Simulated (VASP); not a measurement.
Here is a VASP 6.6.1 calculation.

The input INCAR:

```
PREC     = Accurate       # precision mode
ENCUT    = 500            # plane-wave cutoff, eV
EDIFF    = 1E-7           # SCF threshold, eV
ISMEAR   = 0              # smearing method
SIGMA    = 0.02           # smearing width, eV
LREAL    = False          # projectors in reciprocal space
LASPH    = True           # aspherical terms in the spheres
NELM     = 120            # most SCF steps
ALGO     = Normal         # electronic algorithm
ISIF     = 3              # what is computed and relaxed
LWAVE    = False          # write WAVECAR
LCHARG   = False          # write CHGCAR
GGA      = PS             # functional
IBRION   = 2              # ionic algorithm
NSW      = 80             # ionic steps
EDIFFG   = -0.01          # ionic threshold
GGA_COMPAT= False        
NELMIN   = 4
```

KPOINTS

```
regular mesh
0
Gamma
  10 10 10
```

Contents of POSCAR:

```
AlP
1.0
    0.0000000000      2.7114245977      2.7114245977
    2.7114245977      0.0000000000      2.7114245977
    2.7114245977      2.7114245977      0.0000000000
Al P
1 1
Direct
    0.0000000000      0.0000000000      0.0000000000
    0.2500000000      0.2500000000      0.2500000000
```

Potentials or basis: VASP PAW PBE potentials, release 64 (Al, P).

The run is started by

```sh
$ cat potpaw_PBE.64/Al/POTCAR potpaw_PBE.64/P/POTCAR > POTCAR
$ mpirun -np 1 vasp_std > vasp.out
```

(1) Estimate the space group after relaxing (to 0.1 Å).

(2) Estimate the relaxed cell.

(3) What does it give for the band gap on the k mesh?

(4) What does it give for the relaxed volume?

Answers

(1) F-43m (No. 216).

(2) a = 3.869 Å, b = 3.869 Å, c = 3.869 Å, α = 60.00°, β = 60.00°, γ = 60.00°.

(3) 1.45 eV (least direct gap 3.15 eV).

(4) 20.47 Å³/atom.

Caveat: the PAW data sets were made with another functional, which shifts forces and pressure a little.
